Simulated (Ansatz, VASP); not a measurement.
## ReHg2Sb2: VASP beside Ansatz

```
CELL_PARAMETERS angstrom
3.66695 0.00000 0.00000
0.00000 3.66695 0.00000
0.00000 0.00000 9.83027
ATOMIC_POSITIONS crystal
Re 0.00000 0.00000 0.00000
Hg 0.00000 0.50000 0.50000
Hg 0.50000 0.00000 0.50000
Sb 0.50000 0.50000 0.15372
Sb 0.50000 0.50000 0.84628
```

Change from the starting cell: species swapped into the CeMg2Si2 type (P4/mmm, No. 123).

Alike in both runs: functional PBE; k mesh 10 × 10 × 4; occupations gaussian, width 0.1 eV; no spin polarisation.

Ansatz relaxed the structure, and its values are those at the end. VASP's run is a single point on that final structure, the one shown.

|  | VASP | Ansatz |
| --- | --- | --- |
| version | VASP 6.6.1 | Ansatz 0.2.0 |
| potentials or method | VASP PAW PBE potentials, release 64 (Re, Hg, Sb), cutoff 520 eV | scalar-relativistic, plane waves, PAW |
| valence electrons in the cell | 41 | 85 |

```csv
,VASP,Ansatz,Ansatz less VASP
gap on the k mesh at the Fermi level (eV),none,none,-
pressure (GPa),0.5,0.0,-0.44
rms of the force components (eV/Å),0.005,0.001,-0.0047
```

A gap of «none» marks a metal or a gap that the smearing closes. With one functional, cell and mesh, what is left measures potentials, basis and numerics. VASP's potentials hold 41 valence electrons a cell and Ansatz's 85, so a difference there can come from the potentials and not from the codes.

Neither program's run includes spin-orbit coupling.
